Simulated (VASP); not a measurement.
# NaF (Fm-3m) in VASP: further runs

Runs on NaF. Level: PBE. Tasks: single point.

All numbers are computed with VASP 6.6.1; they aren't measurements. Logs are shortened: lines on timing, memory, paths and dates and some standing lists are left out, and cuts for length are marked.

**1. The cell of the first run**

Symmetry: Fm-3m, No. 225, cubic system. The conventional cell has a = 4.699 Å, b = 4.699 Å, c = 4.699 Å, α = 90.00°, β = 90.00°, γ = 90.00°. Na (site symmetry m-3m) has 6 F at 2.35 Å within 3.1 Å. Within 3.1 Å of F (site symmetry m-3m) lie 6 Na at 2.35 Å.

**2. Single point, PBE**

Input file INCAR:

```
SYSTEM = NaF
ALGO = Normal
EDIFF = 1E-6
ENCUT = 520
GGA = PE
ISIF = 2
ISMEAR = 0
LASPH = .TRUE.
LCHARG = .FALSE.
LREAL = .FALSE.
LWAVE = .FALSE.
NBANDS = 14
NELM = 60
PREC = Accurate
SIGMA = 0.02
```

Input file KPOINTS:

```
k-points
0
G
  8 8 8
  0 0 0
```

Input file POSCAR:

```
NaF
1.0
    0.0000000000      2.3497438321      2.3497438321
    2.3497438321      0.0000000000      2.3497438321
    2.3497438321      2.3497438321      0.0000000000
Na F
1 1
Direct
    0.0000000000      0.0000000000      0.0000000000
    0.5000000000      0.5000000000      0.5000000000
```

Potentials or basis: VASP PAW PBE potentials, release 64 (Na_pv, F).

On the command line:

```bash
cat potpaw_PBE.64/Na_pv/POTCAR potpaw_PBE.64/F/POTCAR > POTCAR
mpirun -np 1 vasp_std > vasp.out
```

OUTCAR:

```text
SYSTEM = NaF
   EDIFF = 1E-6
   ENCUT = 520
   GGA = PE
   ISIF = 2
   ISMEAR = 0
   LASPH = .TRUE.
   LREAL = .FALSE.
   NELM = 60
   PREC = Accurate

 ion  position               nearest neighbor table
   1  0.000  0.000  0.000-
   2  0.500  0.500  0.500-

  LATTYP: Found a face centered cubic cell.
 ALAT       =     4.6994876642

  Lattice vectors:

 A1 = (   0.0000000000,   2.3497438321,   2.3497438321)
 A2 = (   2.3497438321,   0.0000000000,   2.3497438321)
 A3 = (   2.3497438321,   2.3497438321,   0.0000000000)

Analysis of symmetry for initial positions (statically):
=====================================================================
 Subroutine PRICEL returns:
 Original cell was already a primitive cell.

 Routine SETGRP: Setting up the symmetry group for a
 face centered cubic supercell.

 Subroutine GETGRP returns: Found 48 space group operations
 (whereof 48 operations were pure point group operations)
 out of a pool of 48 trial point group operations.

The static configuration has the point symmetry O_h .

Analysis of symmetry for dynamics (positions and initial velocities):
=====================================================================
 Subroutine PRICEL returns:
 Original cell was already a primitive cell.

 Routine SETGRP: Setting up the symmetry group for a
 face centered cubic supercell.

 Subroutine GETGRP returns: Found 48 space group operations
 (whereof 48 operations were pure point group operations)
 out of a pool of 48 trial point group operations.

The dynamic configuration has the point symmetry O_h .

 Subroutine INISYM returns: Found 48 space group operations
 (whereof 48 operations are pure point group operations),
 and found     1 'primitive' translations

----------------------------------------------------------------------------------------

                                     Primitive cell

  volume of cell :      25.9473

  direct lattice vectors                    reciprocal lattice vectors
     0.000000000  2.349743832  2.349743832    -0.212789153  0.212789153  0.212789153
     2.349743832  0.000000000  2.349743832     0.212789153 -0.212789153  0.212789153
     2.349743832  2.349743832  0.000000000     0.212789153  0.212789153 -0.212789153

  length of vectors
     3.323039595  3.323039595  3.323039595     0.368561624  0.368561624  0.368561624

[... 88 lines left out ...]
   POTIM  = 0.5000    time-step for ionic-motion
   TEBEG  =    0.0;   TEEND  =   0.0 temperature during run
   PSTRESS=    0.0 pullay stress
   NELECT =      14.0000    total number of electrons
   NUPDOWN=      -1.0000    fix difference up-down
   EMIN   =  10.00;   EMAX   =-10.00  energy-range for DOS
   EFERMI =   0.00;   METHOD = LEGACY
   ISMEAR =     0;   SIGMA  =   0.02  broadening in eV -4-tet -1-fermi 0-gaus
   EFERMI_NEDOS =   21; number of points for ismear=-14 and -15
   IALGO  =     38    algorithm
   IMIX   =      4    mixing-type and parameters
     AMIX     =   0.40;   BMIX     =  1.00
     AMIX_MAG =   1.60;   BMIX_MAG =  1.00
  volume/ion in A,a.u.               =      12.97        87.55
  Fermi-wavevector in a.u.,A,eV,Ry     =   1.332765  2.518561 24.167528  1.776263
  Thomas-Fermi vector in A             =   2.461675
   LORBIT       =      0    0 simple, 1 ext, 2 COOP (PROOUT), +10 PAW based schemes
   GGA     = PE    functional components
   LHFCALC =     F    Hartree Fock is set to
   AEXX    =    0.0000 exact exchange contribution
   IVDW    =     0    specifies the selected vdW correction
   LEPSILON=     F    determine dielectric tensor
   LRPA    =     F    only Hartree local field effects (RPA)
 non-spin polarized calculation
 Gauss-broadening in eV      SIGMA  =   0.02
  energy-cutoff  :      520.00
  volume of cell :       25.95
 maximum number of plane-waves:       725
 NGX is ok and might be reduce to    28
   NGX = 13   NGY = 13   NGZ = 13

 number of electron      14.0000002 magnetization

 Free energy of the ion-electron system (eV)
  ---------------------------------------------------
  ext. energy  EPLUGINS =         0.00000000
  ---------------------------------------------------
  free energy    TOTEN  =        -8.56945616 eV

  energy without entropy =       -8.56945616  energy(sigma->0) =       -8.56945616

 E-fermi :  -2.0848     XC(G=0):  -8.9565

 val. band max:       -2.2614773479   @ k =   0.0000   0.0000   0.0000
 cond. band min:       3.8155866222   @ k =   0.0000   0.0000   0.0000
 fundamental gap:      6.0770639701
 Fermi energy:        -2.0847623304

 k-point     1 :       0.0000    0.0000    0.0000
  band No.  band energies     occupation
      1     -21.3676      2.00000
      2     -21.3361      2.00000
      3     -21.3361      2.00000
      4     -21.3361      2.00000
      5      -2.2615      2.00000
      6      -2.2615      2.00000
      7      -2.2615      2.00000
      8       3.8156      0.00000
      9      16.4128      0.00000
     10      16.4128      0.00000
     11      16.4128      0.00000
     12      19.1894      0.00000
     13      21.3195      0.00000
     14      21.3195      0.00000
[... 377 lines left out ...]
      1     -21.8941      2.00000
      2     -21.3832      2.00000
      3     -21.3630      2.00000
      4     -20.6621      2.00000
      5      -3.4969      2.00000
      6      -2.8043      2.00000
      7      -2.5750      2.00000
      8       9.2485      0.00000
      9      10.1172      0.00000
     10      14.4205      0.00000
     11      16.2241      0.00000
     12      19.4232      0.00000
     13      20.4484      0.00000
     14      25.0630      0.00000

 [... further k-points ...]

------------------------ aborting loop because EDIFF is reached ----------------------------------------

  FORCE on cell =-STRESS in cart. coord.  units (eV):
  Direction    XX          YY          ZZ          XY          YZ          ZX
  --------------------------------------------------------------------------------------
  -------------------------------------------------------------------------------------
  Total       -0.0181210     -0.0181210     -0.0181210      0.0000000      0.0000000      0.0000000
  in kB       -1.1189256     -1.1189256     -1.1189256      0.0000000      0.0000000      0.0000000
  external PRESSURE =      -1.1189256 kB  Pullay stress =       0.0000000 kB

 VOLUME and BASIS-vectors are now :
 -----------------------------------------------------------------------------
  energy-cutoff  :      520.00
  volume of cell :       25.95
      direct lattice vectors                 reciprocal lattice vectors
     0.000000000  2.349743832  2.349743832    -0.212789153  0.212789153  0.212789153
     2.349743832  0.000000000  2.349743832     0.212789153 -0.212789153  0.212789153
     2.349743832  2.349743832  0.000000000     0.212789153  0.212789153 -0.212789153

 POSITION                                       TOTAL-FORCE (eV/Angst)
 -----------------------------------------------------------------------------------
      0.00000      0.00000      0.00000        -0.000000     -0.000000      0.000000
      2.34974      2.34974      2.34974         0.000000      0.000000     -0.000000
 -----------------------------------------------------------------------------------
    total drift:                                0.000000      0.000000      0.000000

  FREE ENERGIE OF THE ION-ELECTRON SYSTEM (eV)
  ---------------------------------------------------
  free  energy   TOTEN  =        -8.5694561580 eV

  energy  without entropy=       -8.5694561580  energy(sigma->0) =       -8.56945616
```

OSZICAR:

```text
N       E                     dE             d eps       ncg     rms          rms(c)
DAV:   1     0.113563809032E+03    0.11356E+03   -0.78271E+03   812   0.124E+03
DAV:   2    -0.363969492373E+01   -0.11720E+03   -0.10823E+03   896   0.343E+02
DAV:   3    -0.942233492510E+01   -0.57826E+01   -0.57718E+01  1016   0.703E+01
DAV:   4    -0.947272263906E+01   -0.50388E-01   -0.50385E-01   908   0.688E+00
DAV:   5    -0.947325104504E+01   -0.52841E-03   -0.52840E-03   998   0.701E-01    0.542E+00
DAV:   6    -0.857838937116E+01    0.89486E+00   -0.31604E+00   990   0.145E+01    0.186E+00
DAV:   7    -0.856740636550E+01    0.10983E-01   -0.29708E-02   836   0.204E+00    0.106E+00
DAV:   8    -0.856885121466E+01   -0.14448E-02   -0.30586E-02   896   0.358E+00    0.154E-01
DAV:   9    -0.856960710753E+01   -0.75589E-03   -0.45469E-03   938   0.611E-01    0.138E-01
DAV:  10    -0.856945681934E+01    0.15029E-03   -0.94054E-04   896   0.326E-01    0.135E-02
DAV:  11    -0.856945569827E+01    0.11211E-05   -0.32529E-05   968   0.861E-02    0.396E-03
DAV:  12    -0.856945615796E+01   -0.45970E-06   -0.17308E-06   878   0.167E-02
   1 F= -.85694562E+01 E0= -.85694562E+01  d E =-.820822E-38
```

stdout:

```text
POSCAR found type information on POSCAR NaF
 POSCAR found :  2 types and       2 ions
 scaLAPACK will be used
 LDA part: xc-table for (Slater+PW92), standard interpolation
 POSCAR, INCAR and KPOINTS ok, starting setup
 FFT: planning ... GRIDC
 FFT: planning ... GRID_SOFT
 FFT: planning ... GRID
 WAVECAR not read
 entering main loop
```

Wall time 11 s (1 thread of Intel Xeon Platinum 8488C (Sapphire Rapids), shared host); peak memory 0.15 GiB.

Results:

```yaml
Free_energy: -8.5695 eV
Pressure: -0.1 GPa
Band_gap_on_the_k_mesh: 6.08 eV, direct
```

Expect the measured gap to be larger: semilocal functionals such as PBE lack the derivative discontinuity.

**3. Single point, PBE (volume scaled by 0.91)**

Input file INCAR:

```
PREC     = Accurate       # precision mode
ENCUT    = 520            # plane-wave cutoff, eV
EDIFF    = 1E-7           # SCF threshold, eV
ISMEAR   = 0              # smearing method
SIGMA    = 0.02           # smearing width, eV
LREAL    = False          # projectors in reciprocal space
LASPH    = True           # aspherical terms in the spheres
NELM     = 100            # most SCF steps
ALGO     = Normal         # electronic algorithm
ISIF     = 2              # what is computed and relaxed
LWAVE    = False          # write WAVECAR
LCHARG   = False          # write CHGCAR
GGA      = PE             # functional
NBANDS   = 14             # bands
```

Input file KPOINTS:

```
Automatic mesh
0
Gamma
  8 8 8
```

Input file POSCAR:

```
NaF
1.0
    0.0000000000      2.2770242059      2.2770242059
    2.2770242059      0.0000000000      2.2770242059
    2.2770242059      2.2770242059      0.0000000000
Na F
1 1
Direct
    0.0000000000      0.0000000000      0.0000000000
    0.5000000000      0.5000000000      0.5000000000
```

Potentials or basis: VASP PAW PBE potentials, release 64 (Na_pv, F).

On the command line:

```bash
cat potpaw_PBE.64/Na_pv/POTCAR potpaw_PBE.64/F/POTCAR > POTCAR
mpirun -np 1 vasp_std > vasp.out
```

OUTCAR:

```text
PREC = Accurate
   ENCUT = 520
   EDIFF = 1E-7
   ISMEAR = 0
   LREAL = False
   LASPH = True
   NELM = 100
   ISIF = 2
   GGA = PE

 ion  position               nearest neighbor table
   1  0.000  0.000  0.000-   2 2.28   2 2.28   2 2.28   2 2.28   2 2.28   2 2.28
   2  0.500  0.500  0.500-   1 2.28   1 2.28   1 2.28   1 2.28   1 2.28   1 2.28

  LATTYP: Found a face centered cubic cell.
 ALAT       =     4.5540484118

  Lattice vectors:

 A1 = (   0.0000000000,   2.2770242059,   2.2770242059)
 A2 = (   2.2770242059,   0.0000000000,   2.2770242059)
 A3 = (   2.2770242059,   2.2770242059,   0.0000000000)

Analysis of symmetry for initial positions (statically):
=====================================================================
 Subroutine PRICEL returns:
 Original cell was already a primitive cell.

 Routine SETGRP: Setting up the symmetry group for a
 face centered cubic supercell.

 Subroutine GETGRP returns: Found 48 space group operations
 (whereof 48 operations were pure point group operations)
 out of a pool of 48 trial point group operations.

The static configuration has the point symmetry O_h .

Analysis of symmetry for dynamics (positions and initial velocities):
[... 177 lines left out ...]
     10      17.5041      0.00000
     11      17.5041      0.00000
     12      20.4771      0.00000
     13      22.7127      0.00000
     14      22.7127      0.00000
[... 377 lines left out ...]
      1     -21.5288      2.00000
      2     -20.7062      2.00000
      3     -20.6781      2.00000
      4     -20.0379      2.00000
      5      -3.2481      2.00000
      6      -2.4678      2.00000
      7      -2.2146      2.00000
      8      10.2922      0.00000
      9      11.2953      0.00000
     10      15.8356      0.00000
     11      17.7449      0.00000
     12      20.9134      0.00000
     13      22.0265      0.00000
     14      26.9904      0.00000

 [... further k-points ...]

------------------------ aborting loop because EDIFF is reached ----------------------------------------

  FORCE on cell =-STRESS in cart. coord.  units (eV):
  Direction    XX          YY          ZZ          XY          YZ          ZX
  --------------------------------------------------------------------------------------
  -------------------------------------------------------------------------------------
  Total        0.7733765      0.7733765      0.7733765     -0.0000000      0.0000000     -0.0000000
  in kB       52.4769532     52.4769532     52.4769532     -0.0000000      0.0000000     -0.0000000
  external PRESSURE =      52.4769532 kB  Pullay stress =       0.0000000 kB

 VOLUME and BASIS-vectors are now :
 -----------------------------------------------------------------------------
  energy-cutoff  :      520.00
  volume of cell :       23.61
      direct lattice vectors                 reciprocal lattice vectors
     0.000000000  2.277024206  2.277024206    -0.219584842  0.219584842  0.219584842
     2.277024206  0.000000000  2.277024206     0.219584842 -0.219584842  0.219584842
     2.277024206  2.277024206  0.000000000     0.219584842  0.219584842 -0.219584842

 POSITION                                       TOTAL-FORCE (eV/Angst)
 -----------------------------------------------------------------------------------
      0.00000      0.00000      0.00000        -0.000000     -0.000000     -0.000000
      2.27702      2.27702      2.27702         0.000000      0.000000      0.000000
 -----------------------------------------------------------------------------------
    total drift:                                0.000000     -0.000000      0.000000

  FREE ENERGIE OF THE ION-ELECTRON SYSTEM (eV)
  ---------------------------------------------------
  free  energy   TOTEN  =        -8.5313099725 eV

  energy  without entropy=       -8.5313099725  energy(sigma->0) =       -8.53130997
```

OSZICAR:

```text
N       E                     dE             d eps       ncg     rms          rms(c)
DAV:   1     0.106697376005E+03    0.10670E+03   -0.78144E+03   824   0.125E+03
DAV:   2    -0.429868777591E+01   -0.11100E+03   -0.10350E+03   908   0.340E+02
DAV:   3    -0.938436042992E+01   -0.50857E+01   -0.50768E+01  1016   0.674E+01
DAV:   4    -0.942107141283E+01   -0.36711E-01   -0.36710E-01   908   0.612E+00
DAV:   5    -0.942143494217E+01   -0.36353E-03   -0.36353E-03   998   0.620E-01    0.543E+00
DAV:   6    -0.853806204485E+01    0.88337E+00   -0.29800E+00   998   0.152E+01    0.177E+00
DAV:   7    -0.852944545982E+01    0.86166E-02   -0.32247E-02   830   0.208E+00    0.105E+00
DAV:   8    -0.853086347556E+01   -0.14180E-02   -0.26984E-02   884   0.310E+00    0.148E-01
DAV:   9    -0.853138629359E+01   -0.52282E-03   -0.39592E-03  1044   0.617E-01    0.111E-01
DAV:  10    -0.853130671760E+01    0.79576E-04   -0.69956E-04   866   0.336E-01    0.173E-02
DAV:  11    -0.853130974428E+01   -0.30267E-05   -0.24337E-05   938   0.551E-02    0.234E-03
DAV:  12    -0.853131001331E+01   -0.26902E-06   -0.99833E-07   878   0.103E-02    0.184E-03
DAV:  13    -0.853130997246E+01    0.40847E-07   -0.26059E-07   890   0.484E-03
   1 F= -.85313100E+01 E0= -.85313100E+01  d E =-.221008E-17
```

Wall time 7 s (1 thread of AMD EPYC 7R13 (Zen 3), shared host); peak memory 0.1 GiB.

What came out:

| Property | Result |
| --- | --- |
| Free energy | -8.5313 eV |
| Pressure | 5.2 GPa |
| Band gap on the k mesh | 6.59 eV, direct |

**4. Single point, PBE (volume scaled by 0.88)**

Input file INCAR:

```
SYSTEM = NaF
ALGO = Normal
EDIFF = 1E-6
ENCUT = 520
GGA = PE
ISIF = 2
ISMEAR = 0
LASPH = .TRUE.
LCHARG = .FALSE.
LREAL = .FALSE.
LWAVE = .FALSE.
NBANDS = 14
NELM = 60
PREC = Accurate
SIGMA = 0.02
```

Input file KPOINTS:

```
k-points
0
G
  8 8 8
  0 0 0
```

Input file POSCAR:

```
NaF
1.0
    0.0000000000      2.2517218427      2.2517218427
    2.2517218427      0.0000000000      2.2517218427
    2.2517218427      2.2517218427      0.0000000000
Na F
1 1
Direct
    0.0000000000      0.0000000000      0.0000000000
    0.5000000000      0.5000000000      0.5000000000
```

On the command line:

```bash
cat potpaw_PBE.64/Na_pv/POTCAR potpaw_PBE.64/F/POTCAR > POTCAR
mpirun -np 1 vasp_std > vasp.out
```

Wall time 6.6 s (1 thread of AMD EPYC 7R13 (Zen 3), shared host); peak memory 0.1 GiB.

It converged, with:

```yaml
Free_energy: -8.4986 eV
Pressure: 7.7 GPa
Band_gap_on_the_k_mesh: 6.79 eV, direct
```

Levels at points of the mesh, in eV from the valence-band top:
```csv
k point,band 5,band 6,band 7,band 8,band 9,band 10
"(0.00, 0.00, 0.00)",0.00,0.00,0.00,6.79,19.59,19.59
"(0.50, 0.00, 0.00)",-1.78,-0.30,-0.30,11.33,13.22,21.06
"(0.50, 0.50, 0.00)",-1.41,-0.45,-0.45,13.59,13.89,14.48
```

**5. Overview**

```csv
cell,gap on the mesh (eV),pressure (GPa)
"a = 3.323 Å, angles 60.0°, 2 atoms",6.08,-0.1
"a = 3.220 Å, angles 60.0°, 2 atoms",6.59,5.2
"a = 3.184 Å, angles 60.0°, 2 atoms",6.79,7.7
```

Alike in all rows: task single point; level PBE; potentials or basis VASP PAW PBE potentials, release 64 (Na_pv, F); no spin polarisation; k mesh 8 × 8 × 8; cutoff (eV) 520; smearing gaussian 0.02 eV.

Total energies depend on the potentials used, so only differences within one code and one set of settings carry meaning.
